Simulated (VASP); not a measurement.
Wanted: the native input for a VASP 6.6.1 run.

| Property | Result |
| --- | --- |
| Task | single point |
| Functional | PBE |
| Potentials or basis | VASP PAW PBE potentials, release 64 (Ti_sv, Si, Ge_d) |
| Cutoff | 520 eV |
| k mesh | 12 × 12 × 12 |
| Occupations | gaussian, width 0.1 eV |
| Spin | no spin polarisation |
| Dipole correction | no |
| k mesh for the DOS | 18 × 18 × 18 |
| Occupations for the DOS | tetrahedron |
| Further INCAR settings | ALGO = Normal; EDIFF = 1e-06; NBANDS = 36 |

Ti2SiGe2:

```
Ti Si Ge
1.0
     1.58910    0.91746    9.83281
    -1.58910    0.91746    9.83281
     0.00000   -1.83493    9.83281
Ti Si Ge
2 1 2
Direct
  0.20275 0.20275 0.20275
  0.79725 0.79725 0.79725
  0.00000 0.00000 0.00000
  0.39380 0.39380 0.39380
  0.60620 0.60620 0.60620
```

One way to write it, as run:

POSCAR

```
Ti2SiGe2
1.0
    1.5890951676      0.9174645228      9.8328129471
   -1.5890951676      0.9174645228      9.8328129471
    0.0000000000     -1.8349290456      9.8328129471
Ti Si Ge
2 1 2
Direct
    0.2027513840      0.2027513840      0.2027513840
    0.7972486160      0.7972486160      0.7972486160
    0.0000000000      0.0000000000      0.0000000000
    0.3938006045      0.3938006045      0.3938006045
    0.6061993955      0.6061993955      0.6061993955
```

INCAR.step1

```
SYSTEM = Ti2SiGe2
  ALGO = Normal
  EDIFF = 1E-6
  ENCUT = 520
  GGA = PE
  ISIF = 2
  ISMEAR = 0
  LASPH = .TRUE.
  LCHARG = .TRUE.
  LMAXMIX = 4
  LREAL = .FALSE.
  LUSENCCL = .FALSE.
  LWAVE = .FALSE.
  NBANDS = 36
  NELM = 100
  PREC = Accurate
  SIGMA = 0.1
```

KPOINTS.step1

```
k-points
0
G
  12 12 12
  0 0 0
```

INCAR.step2

```
SYSTEM = Ti2SiGe2
  ALGO = Normal
  EDIFF = 1E-6
  ENCUT = 520
  GGA = PE
  ICHARG = 11
  ISIF = 2
  ISMEAR = -5
  LASPH = .TRUE.
  LCHARG = .FALSE.
  LMAXMIX = 4
  LORBIT = 11
  LREAL = .FALSE.
  LUSENCCL = .FALSE.
  LWAVE = .FALSE.
  NBANDS = 36
  NEDOS = 1001
  NELM = 100
  PREC = Accurate
  SIGMA = 0.1
```

KPOINTS.step2

```
k-points
0
G
  18 18 18
  0 0 0
```

Potentials or basis: VASP PAW PBE potentials, release 64 (Ti_sv, Si, Ge_d).

Launch:

```sh
$ cat potpaw_PBE.64/Ti_sv/POTCAR potpaw_PBE.64/Si/POTCAR potpaw_PBE.64/Ge_d/POTCAR > POTCAR
$ cp INCAR.step1 INCAR
$ cp KPOINTS.step1 KPOINTS
$ mpirun -np 1 vasp_std > vasp.out
$ cp INCAR.step2 INCAR
$ cp KPOINTS.step2 KPOINTS
$ mpirun -np 1 vasp_std > vasp.out
```

It gave:

```yaml
Valence_electrons_inside_the_program's_atomic_spheres: Ti 10.17; Si 1.58; Ge 12.38
```

Run time: 30 min on 1 × NVIDIA H100 80GB with 1 thread of AMD EPYC 7R13 Processor (Zen 3), with other jobs on the host, peak memory 3 GiB.
